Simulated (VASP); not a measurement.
The system is Be3TeSe2.

```
Be Te Se
1.0
     4.21265    0.00000    0.00000
    -2.10632    3.64826    0.00000
     0.00000    0.00000    8.75488
Be Te Se
3 1 2
Direct
  0.50000 0.00000 0.00000
  0.00000 0.50000 0.00000
  0.50000 0.50000 0.00000
  0.00000 0.00000 0.50000
  0.33333 0.66667 0.84453
  0.66667 0.33333 0.15547
```

The cell was generated, and may not be a known phase.

| Quantity | Value |
| --- | --- |
| Program | VASP 6.6.1 |
| Task | relaxation of cell and atoms |
| Functional | PBE |
| Potentials or basis | VASP PAW PBE potentials, release 64 (Be, Te, Se) |
| Cutoff | 600 eV |
| k mesh | 3 × 3 × 2 |
| Occupations | gaussian, width 0.15 eV |
| Spin | no spin polarisation |

At the start: pressure 20.1 GPa; volume 22.43 Å³/atom.

Q: How do energy, volume and symmetry change on relaxing?

A: Over 7 steps the energy falls by 558.7 meV/atom and the volume is 25.13 Å³/atom (+12.0 %); space group P-3m1 (No. 164, to 0.1 Å) before and after.

Step by step:
```csv
step,energy change (eV),largest force (eV/Å),pressure (GPa),volume (Å³)
1,0.0000,10.8524,20.11,134.55
2,0.6985,2.9137,-7.88,195.88
3,-3.2427,1.1451,-2.70,156.32
4,-3.3245,0.5541,-1.52,153.76
5,-3.3495,0.0941,-0.25,151.35
6,-3.3493,0.0058,-0.44,151.70
7,-3.3521,0.0283,-0.36,150.76
```

Final structure:
```xyz
6
Lattice="4.3033 0.0000 0.0000 -2.1516 3.7268 0.0000 0.0000 0.0000 9.4005" Properties=species:S:1:pos:R:3 pbc="T T T"
Be    0.0000    3.7268    9.4005
Be   -1.0758    1.8634    9.4005
Be    1.0758    1.8634    9.4005
Te    0.0000    0.0000    4.7003
Se    0.0000    2.4845    7.6945
Se    2.1516    1.2423    1.7060
```

Caveat: the k points lie up to 0.56 Å⁻¹ apart in the final cell; this functional lacks dispersion, which binds layers or chains, so the pressure and a relaxed spacing across them are unreliable.
